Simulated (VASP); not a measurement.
A run of VASP 6.6.1 is set up as follows.

Contents of POSCAR:

```
CuO
1.0
    3.1754955000      0.0000000000      0.0000000000
    0.0000000000      3.1754955000      0.0000000000
    0.0000000000      0.0000000000      4.6495318700
Cu O
2 2
Direct
    0.0000000000      0.0000000000      0.0000000000
    0.5000000000      0.5000000000      0.0000000000
    0.5000000000      0.0000000000      0.2670000000
    0.0000000000      0.5000000000      0.7330000000
```

INCAR.step1

```
SYSTEM = CuO
  PREC = Accurate
  ENCUT = 520
  EDIFF = 1E-5
  ISMEAR = -1
  SIGMA = 0.05
  LREAL = .False.
  LASPH = .True.
  NELM = 100
  ALGO = Normal
  ISIF = 2
  LWAVE = .True.
  LCHARG = .False.
  NBANDS = 25
  GGA = PE
```

File INCAR.step2:

```
SYSTEM = CuO
  PREC = Accurate
  ENCUT = 520
  EDIFF = 1E-6
  ISMEAR = -1
  SIGMA = 0.05
  LREAL = .False.
  LASPH = .True.
  NELM = 100
  ALGO = Normal
  ISIF = 2
  LWAVE = .False.
  LCHARG = .False.
  GGA = PE
  LHFCALC = .True.
  HFSCREEN = 0.2079
  PRECFOCK = Normal
  NBANDS = 25
  ISTART = 1
```

File KPOINTS:

```
Automatic mesh
0
Gamma
  5 5 4
  0 0 0
```

Potentials or basis: VASP PAW PBE potentials, release 64 (Cu, O).

Command:

```bash
$ cat potpaw_PBE.64/Cu/POTCAR potpaw_PBE.64/O/POTCAR > POTCAR
$ cp INCAR.step1 INCAR
$ mpirun -np 1 vasp_std > vasp.out
$ cp INCAR.step2 INCAR
$ mpirun -np 1 vasp_std > vasp.out
```

Question: What does it give for the pressure?

Answer: 11.9 GPa.

Question: Predict the largest force.

Answer: 1.683 eV/Å.

Question: Estimate the band gap on the k mesh.

Answer: Zero (bands 17 and 18 overlap by 1.78 eV).

Stress tensor (GPa, compression positive):
```
 25.53   0.00   0.00
  0.00  25.53   0.00
  0.00   0.00 -15.47
```

Caveat: the k points lie up to 0.40 Å⁻¹ apart, too coarse for converged energies and pressures of a metal; the PAW data sets were made with another functional, which shifts forces and pressure a little.
